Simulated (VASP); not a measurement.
Write the native input for VASP 6.6.1 that does the following.

```
Task                   : single point
Functional             : PBE
Potentials or basis    : VASP PAW PBE potentials, release 64 (B, P)
Cutoff                 : 520 eV
k mesh                 : 8 × 8 × 8
Occupations            : methfessel-paxton, width 0.01 eV
Spin                   : no spin polarisation
Dipole correction      : no
Further INCAR settings : ALGO = Normal; EDIFF = 1e-06; NBANDS = 11
```

The structure of BP lies in POSCAR:

```
BP
1.0
    0.0000000000      2.2226808807      2.2226808807
    2.2226808807      0.0000000000      2.2226808807
    2.2226808807      2.2226808807      0.0000000000
B P
1 1
Direct
    0.0000000000      0.0000000000      0.0000000000
    0.2500000000      0.2500000000      0.2500000000
```

The input as run:

INCAR

```
SYSTEM = BP
PREC = Accurate
ENCUT = 520
EDIFF = 1E-6
ISMEAR = 1
SIGMA = 0.01
LREAL = .False.
LASPH = .True.
NELM = 80
ALGO = Normal
ISIF = 2
LWAVE = .False.
LCHARG = .False.
GGA = PE
NBANDS = 11
```

KPOINTS

```
Automatic mesh
0
Gamma
  8 8 8
  0 0 0
```

Potentials or basis: VASP PAW PBE potentials, release 64 (B, P).

Launch:

```sh
$ cat potpaw_PBE.64/B/POTCAR potpaw_PBE.64/P/POTCAR > POTCAR
$ mpirun -np 1 vasp_std > vasp.out
```

It gave:

```
Pressure               : 12.4 GPa
Band gap on the k mesh : 1.19 eV, indirect (least direct gap 3.50 eV)
```

Wall time 8.6 s on 1 thread of Intel Xeon 8259CL (shared host), peak memory 0.13 GiB.
